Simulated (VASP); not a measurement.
# ZrH (I-4m2) in VASP: relaxation of cell and atoms with LDA

Aim: the relaxation of cell and atoms of ZrH with LDA.

Everything below comes from runs of VASP 6.6.1. Logs are shortened: lines on timing, memory, paths and dates and some standing lists are left out, and cuts for length are marked.

## (1) The cell of the first run

It takes space group I-4m2 (No. 119, tetragonal). The conventional cell has a = 3.288 Å, b = 3.288 Å, c = 5.009 Å, α = 90.00°, β = 90.00°, γ = 90.00°. Within 2.7 Å of Zr (site symmetry -4m2) lie 4 H at 2.07 Å. H (site symmetry -4m2) has 4 Zr at 2.07 Å within 2.7 Å.

## (2) Relaxation of cell and atoms, LDA

Contents of INCAR:

```
SYSTEM = ZrH
PREC     = Accurate       ! precision mode
ENCUT    = 600            ! plane-wave cutoff, eV
EDIFF    = 1E-7           ! SCF threshold, eV
ISMEAR   = 0              ! smearing method
SIGMA    = 0.1            ! smearing width, eV
LREAL    = .FALSE.        ! projectors in reciprocal space
LASPH    = .TRUE.         ! aspherical terms in the spheres
NELM     = 80             ! most SCF steps
ALGO     = Normal         ! electronic algorithm
ISIF     = 3              ! what is computed and relaxed
LWAVE    = .FALSE.        ! write WAVECAR
LCHARG   = .FALSE.        ! write CHGCAR
GGA      = CA             ! functional
IBRION   = 2              ! ionic algorithm
NSW      = 100            ! ionic steps
EDIFFG   = -0.005         ! ionic threshold
```

Contents of KPOINTS:

```
Automatic mesh
0
G
  18 18 18
  0 0 0
```

Contents of POSCAR:

```
ZrH
1.0
   -1.6439080000      1.6439080000      2.5043990000
    1.6439080000     -1.6439080000      2.5043990000
    1.6439080000      1.6439080000     -2.5043990000
Zr H
1 1
Direct
    0.0000000000      0.0000000000      0.0000000000
    0.7500000000      0.2500000000      0.5000000000
```

Potentials or basis: VASP PAW LDA potentials, release 64 (Zr_sv, H).

The run is started by

```sh
> cat potpaw_LDA.64/Zr_sv/POTCAR potpaw_LDA.64/H/POTCAR > POTCAR
> mpirun -np 1 vasp_std > vasp.out
```

OUTCAR:

```text
SYSTEM = ZrH
   PREC = Accurate
   ENCUT = 600
   EDIFF = 1E-7
   ISMEAR = 0
   LREAL = .FALSE.
   LASPH = .TRUE.
   NELM = 80
   ISIF = 3
   GGA = CA
   IBRION = 2
   NSW = 100
   EDIFFG = -0.005

 ion  position               nearest neighbor table
   1  0.000  0.000  0.000-   2 2.07   2 2.07   2 2.07   2 2.07
   2  0.750  0.250  0.500-   1 2.07   1 2.07   1 2.07   1 2.07

  LATTYP: Found a body centered tetragonal cell.
 ALAT       =     3.2878160000
 C/A-ratio  =     1.5234423094

  Lattice vectors:

 A1 = (  -1.6439080000,   1.6439080000,   2.5043990000)
 A2 = (   1.6439080000,  -1.6439080000,   2.5043990000)
 A3 = (   1.6439080000,   1.6439080000,  -2.5043990000)

Analysis of symmetry for initial positions (statically):
=====================================================================
 Subroutine PRICEL returns:
 Original cell was already a primitive cell.

 Routine SETGRP: Setting up the symmetry group for a
 body centered tetragonal supercell.

 Subroutine GETGRP returns: Found  8 space group operations
 (whereof  8 operations were pure point group operations)
 out of a pool of 16 trial point group operations.

The static configuration has the point symmetry D_2d.

Analysis of symmetry for dynamics (positions and initial velocities):
=====================================================================
 Subroutine PRICEL returns:
 Original cell was already a primitive cell.

 Routine SETGRP: Setting up the symmetry group for a
 body centered tetragonal supercell.

 Subroutine GETGRP returns: Found  8 space group operations
 (whereof  8 operations were pure point group operations)
 out of a pool of 16 trial point group operations.

The dynamic configuration has the point symmetry D_2d.

 Subroutine INISYM returns: Found  8 space group operations
 (whereof  8 operations are pure point group operations),
 and found     1 'primitive' translations

----------------------------------------------------------------------------------------

                                     Primitive cell

  volume of cell :      27.0719

  direct lattice vectors                    reciprocal lattice vectors
    -1.643908000  1.643908000  2.504399000     0.000000000  0.304153274  0.199648698
     1.643908000 -1.643908000  2.504399000     0.304153274  0.000000000  0.199648698
     1.643908000  1.643908000 -2.504399000     0.304153274  0.304153274  0.000000000

  length of vectors
     3.417145209  3.417145209  3.417145209     0.363825256  0.363825256  0.430137685

  position of ions in fractional coordinates (direct lattice)
     0.000000000  0.000000000  0.000000000
     0.750000000  0.250000000  0.500000000

  ion indices of the primitive-cell ions
   primitive index   ion index
                 1           1
                 2           2

----------------------------------------------------------------------------------------

 KPOINTS: Automatic mesh

Automatic generation of k-mesh.
 Grid dimensions read from file:
 generate k-points for:   18   18   18

 Generating k-lattice:

  Cartesian coordinates                     Fractional coordinates (reciprocal lattice)
     0.000000000  0.016897404  0.011091594     0.055555556  0.000000000  0.000000000
     0.016897404  0.000000000  0.011091594     0.000000000  0.055555556  0.000000000
     0.016897404  0.016897404  0.000000000     0.000000000  0.000000000  0.055555556

  Length of vectors
     0.020212514  0.020212514  0.023896538

  Shift w.r.t. Gamma in fractional coordinates (k-lattice)
     0.000000000  0.000000000  0.000000000

 Subroutine IBZKPT returns following result:
 ===========================================

 Found    480 irreducible k-points:

 Following reciprocal coordinates:
            Coordinates               Weight
  0.000000  0.000000  0.000000      1.000000
  0.055556  0.000000 -0.000000      8.000000
  0.111111  0.000000 -0.000000      8.000000
  0.166667  0.000000  0.000000      8.000000
  0.222222  0.000000  0.000000      8.000000
  0.277778  0.000000  0.000000      8.000000
[... 16 lines left out ...]
 -0.277778  0.055556  0.000000     16.000000
 -0.222222  0.055556  0.000000     16.000000
 [... further k-points ...]
   k-points           NKPTS =    480   k-points in BZ     NKDIM =    480   number of bands    NBANDS=     10
   number of dos      NEDOS =    301   number of ions     NIONS =      2
   total plane-waves  NPLWV =  21952
   dimension x,y,z NGX =    28 NGY =   28 NGZ =   28
   dimension x,y,z NGXF=    56 NGYF=   56 NGZF=   56
   ions per type =               1   1
   NGX,Y,Z   is equivalent  to a cutoff of  13.62, 13.62, 13.62 a.u.
   NGXF,Y,Z  is equivalent  to a cutoff of  27.24, 27.24, 27.24 a.u.
 SYSTEM =  ZrH
   PREC   = accura    normal or accurate (medium, high low for compatibility)
   ISTART =      0    job   : 0-new  1-cont  2-samecut
   ICHARG =      2    charge: 1-file 2-atom 10-const
   ISPIN  =      1    spin polarized calculation?
   LNONCOLLINEAR =      F non collinear calculations
   LSORBIT =      F    spin-orbit coupling
   LASPH  =      T    aspherical Exc in radial PAW
   ENCUT  =  600.0 eV  44.10 Ry    6.64 a.u.   6.82  6.82  6.82*2*pi/ulx,y,z
   NELM   =     80;   NELMIN=  2; NELMDL= -5     # of ELM steps
   EDIFF  = 0.1E-06   stopping-criterion for ELM
   LREAL  =      F    real-space projection
   EDIFFG = -.5E-02   stopping-criterion for IOM
   NSW    =    100    number of steps for IOM
   IBRION =      2    ionic relax: 0-MD 1-quasi-New 2-CG
   NFREE  =      1    steps in history (QN), initial steepest desc. (CG)
   ISIF   =      3    stress and relaxation
   ISYM   =      2    0-nonsym 1-usesym 2-fastsym
   POTIM  = 0.5000    time-step for ionic-motion
   TEBEG  =    0.0;   TEEND  =   0.0 temperature during run
   PSTRESS=    0.0 pullay stress
   NELECT =      13.0000    total number of electrons
   NUPDOWN=      -1.0000    fix difference up-down
   EMIN   =  10.00;   EMAX   =-10.00  energy-range for DOS
   EFERMI =   0.00;   METHOD = LEGACY
   ISMEAR =     0;   SIGMA  =   0.10  broadening in eV -4-tet -1-fermi 0-gaus
   EFERMI_NEDOS =   21; number of points for ismear=-14 and -15
   IALGO  =     38    algorithm
   IMIX   =      4    mixing-type and parameters
     AMIX     =   0.40;   BMIX     =  1.00
     AMIX_MAG =   1.60;   BMIX_MAG =  1.00
  volume/ion in A,a.u.               =      13.54        91.35
  Fermi-wavevector in a.u.,A,eV,Ry     =   1.281985  2.422601 22.360995  1.643487
  Thomas-Fermi vector in A             =   2.414323
   LORBIT       =      0    0 simple, 1 ext, 2 COOP (PROOUT), +10 PAW based schemes
   GGA     = CA    functional components
   LHFCALC =     F    Hartree Fock is set to
   AEXX    =    0.0000 exact exchange contribution
   IVDW    =     0    specifies the selected vdW correction
   LEPSILON=     F    determine dielectric tensor
   LRPA    =     F    only Hartree local field effects (RPA)
 conjugate gradient relaxation of ions
 non-spin polarized calculation
 Gauss-broadening in eV      SIGMA  =   0.10
  energy-cutoff  :      600.00
  volume of cell :       27.07
 maximum number of plane-waves:       922
   NGX = 13   NGY = 13   NGZ = 13

--------------------------------------- Ionic step        1  -------------------------------------------

 number of electron      12.9999999 magnetization

 Free energy of the ion-electron system (eV)
  ---------------------------------------------------
  ext. energy  EPLUGINS =         0.00000000
  ---------------------------------------------------
  free energy    TOTEN  =       -13.52211650 eV

  energy without entropy =      -13.51464286  energy(sigma->0) =      -13.51837968

------------------------ aborting loop because EDIFF is reached ----------------------------------------

  FORCE on cell =-STRESS in cart. coord.  units (eV):
  Direction    XX          YY          ZZ          XY          YZ          ZX
  --------------------------------------------------------------------------------------
  -------------------------------------------------------------------------------------
  Total       -1.0975282     -1.0975282     -1.1080191      0.0000000     -0.0000000      0.0000000
  in kB      -64.9542732    -64.9542732    -65.5751499      0.0000000     -0.0000000      0.0000000
  external PRESSURE =     -65.1612321 kB  Pullay stress =       0.0000000 kB
[... 89 lines left out ...]
  FREE ENERGIE OF THE ION-ELECTRON SYSTEM (eV)
  ---------------------------------------------------
  free  energy   TOTEN  =       -13.5540993281 eV

  energy  without entropy=      -13.5466794725  energy(sigma->0) =      -13.55038940

[... ionic steps 4 to 8 ...]

--------------------------------------- Ionic step        9  -------------------------------------------

 number of electron      13.0000000 magnetization

------------------------ aborting loop because EDIFF is reached ----------------------------------------

  FORCE on cell =-STRESS in cart. coord.  units (eV):
  Direction    XX          YY          ZZ          XY          YZ          ZX
  --------------------------------------------------------------------------------------
  -------------------------------------------------------------------------------------
  Total       -0.0194454     -0.0194454     -0.0216900      0.0000000     -0.0000000      0.0000000
  in kB       -1.2198917     -1.2198917     -1.3607027      0.0000000     -0.0000000      0.0000000
  external PRESSURE =      -1.2668287 kB  Pullay stress =       0.0000000 kB
[... 57 lines left out ...]
  energy  without entropy=      -13.5478542689  energy(sigma->0) =      -13.55143529

--------------------------------------- Ionic step       11  -------------------------------------------

 number of electron      13.0000000 magnetization

 Free energy of the ion-electron system (eV)
  ---------------------------------------------------
  ext. energy  EPLUGINS =         0.00000000
  ---------------------------------------------------
  free energy    TOTEN  =       -13.55511443 eV

  energy without entropy =      -13.54794455  energy(sigma->0) =      -13.55152949

 E-fermi :   8.0520     XC(G=0): -11.3439

 val. band max:        8.0448651118   @ k =  -0.2778   0.2778   0.1667
 cond. band min:       8.0521174145   @ k =  -0.1111   0.0556   0.0000
 fundamental gap:      0.0072523027
 Fermi energy:         8.0519624545

 k-point     1 :       0.0000    0.0000    0.0000
  band No.  band energies     occupation
      1     -40.3547      2.00000
      2     -18.1743      2.00000
      3     -18.1258      2.00000
      4     -18.1258      2.00000
      5       0.1423      2.00000
      6       8.0917      0.57418
      7       8.9921      0.00000
      8       8.9921      0.00000
      9      10.2620      0.00000
     10      11.7699      0.00000
[... 287 lines left out ...]
 k-point    24 :      -0.2222    0.0556    0.0000
  band No.  band energies     occupation
      1     -40.3124      2.00000
      2     -18.4572      2.00000
      3     -18.2249      2.00000
      4     -18.1549      2.00000
      5       1.0611      2.00000
      6       7.1868      2.00000
      7       8.6589      0.00000
      8       9.4026      0.00000
      9      10.5937      0.00000
     10      11.1721      0.00000

 [... further k-points ...]

------------------------ aborting loop because EDIFF is reached ----------------------------------------

  FORCE on cell =-STRESS in cart. coord.  units (eV):
  Direction    XX          YY          ZZ          XY          YZ          ZX
  --------------------------------------------------------------------------------------
  -------------------------------------------------------------------------------------
  Total       -0.0007003     -0.0007003      0.0013151      0.0000000      0.0000000      0.0000000
  in kB       -0.0439780     -0.0439780      0.0825855      0.0000000      0.0000000      0.0000000
  external PRESSURE =      -0.0017902 kB  Pullay stress =       0.0000000 kB
[... 17 lines left out ...]
  FREE ENERGIE OF THE ION-ELECTRON SYSTEM (eV)
  ---------------------------------------------------
  free  energy   TOTEN  =       -13.5551144298 eV

  energy  without entropy=      -13.5479445545  energy(sigma->0) =      -13.55152949

 reached required accuracy - stopping structural energy minimisation
```

It took 6.6 min on 1 thread of Intel Xeon 6975P-C (Granite Rapids), shared host; peak memory 0.32 GiB.

Results:

- Free energy: -13.5551 eV
- Relaxed volume: 12.76 Å³/atom
- Relaxed cell: a = 3.368 Å, b = 3.368 Å, c = 3.368 Å, α = 123.33°, β = 123.33°, γ = 84.32°
- Space group after relaxing (to 0.1 Å): I-4m2 (No. 119)
- Energy gained by relaxing: 16.5 meV/atom
- Ionic steps: 11
- Pressure after relaxing: 0.0 GPa
- Band gap on the k mesh: zero (an odd number of electrons rules out a gap without spin polarisation)

Step by step:
```csv
step,energy change (eV),largest force (eV/Å),pressure (GPa),volume (Å³)
1,0.0000,0.0000,-6.52,27.07
2,-0.0263,0.0000,3.13,24.97
3,-0.0320,0.0000,0.01,25.57
4,-0.0320,0.0000,-0.14,25.60
5,-0.0321,0.0000,-0.14,25.59
6,-0.0325,0.0000,-0.13,25.58
7,-0.0330,0.0000,-0.13,25.54
8,-0.0330,0.0000,-0.13,25.54
9,-0.0330,0.0000,-0.13,25.54
10,-0.0329,0.0000,0.39,25.43
11,-0.0330,0.0000,0.00,25.51
```

Final structure:
```
CELL_PARAMETERS angstrom
-1.59846 1.59846 2.49642
1.59846 -1.59846 2.49642
1.59846 1.59846 -2.49642
ATOMIC_POSITIONS crystal
Zr 0.00000 0.00000 0.00000
H 0.75000 0.25000 0.50000
```
